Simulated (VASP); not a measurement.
Input of a VASP 6.6.1 run:

The input INCAR:

```
PREC = Accurate ; ENCUT = 520
EDIFF = 1E-6 ; ISMEAR = 0
SIGMA = 0.05 ; LREAL = False
LASPH = True ; NELM = 60
ALGO = Normal ; ISIF = 2
LWAVE = False ; LCHARG = False
GGA = PE ; IVDW = 12
NBANDS = 20
```

The input KPOINTS:

```
regular mesh
0
Gamma
  9 9 4
```

File POSCAR:

```
WSe2
1.0
    3.2789854936      0.0000000000      0.0000000000
   -1.6394927468      2.8396847361      0.0000000000
    0.0000000000      0.0000000000      7.0056191088
W Se
1 2
Direct
    0.0000000000      0.0000000000      0.0000000000
    0.3333333333      0.6666666667      0.2762384783
    0.3333333333      0.6666666667      0.7237615217
```

Potentials or basis: VASP PAW PBE potentials, release 64 (W_sv, Se).

Run with:

```bash
$ cat potpaw_PBE.64/W_sv/POTCAR potpaw_PBE.64/Se/POTCAR > POTCAR
$ mpirun -np 1 vasp_std > vasp.out
```

Task: Predict the dispersion energy per atom.

Result: -0.432 eV.

Task: Estimate the pressure.

Result: -14.1 GPa.

Forces on the atoms (eV/Å):
```
W    0.000  0.000  0.000
Se   0.000  0.000 -3.364
Se   0.000  0.000  3.364
```

Caveat: forces of over 1 eV/Å act on the atoms, so gaps and moduli don't describe the material at rest.
